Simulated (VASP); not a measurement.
**WC (Qusongite): single point with PBE**

WC (Qusongite):

```xyz
2
Lattice="2.9172 0.0000 0.0000 -1.4586 2.5263 0.0000 0.0000 0.0000 2.8416" Properties=species:S:1:pos:R:3 pbc="T T T"
W     0.0000    0.0000    0.0000
C     1.4586    0.8421    1.4208
```

```
Program             : VASP 6.6.1
Task                : single point
Functional          : PBE
Potentials or basis : VASP PAW PBE potentials, release 64 (W_sv, C)
Cutoff              : 520 eV
k mesh              : 10 × 10 × 9
Occupations         : fermi-dirac, width 0.05 eV
Spin                : no spin polarisation
```

The pressure is 3.1 GPa. The band gap on the k mesh is zero (band 9 reaches 11.61 eV, above the bottom of band 10 at 10.42 eV).

Stress tensor (GPa, compression positive):
```
3.01 0.00 0.00
0.00 3.01 0.00
0.00 0.00 3.28
```

Levels at points of the mesh, in eV from the Fermi level:
| k point | band 7 | band 8 | band 9 | band 10 | band 11 | band 12 |
| --- | --- | --- | --- | --- | --- | --- |
| (0.00, 0.00, 0.00) | -3.30 | -3.30 | 0.10 | 3.20 | 3.20 | 5.58 |
| (0.50, 0.00, 0.00) | -3.56 | -3.52 | -0.48 | 2.33 | 4.47 | 4.81 |

It took 12 s on 1 thread of Intel(R) Xeon(R) 6975P-C (Granite Rapids) (shared host), peak memory 0.15 GiB.

Caveat: spin-orbit coupling is left out, which moves the levels of the heavy elements.
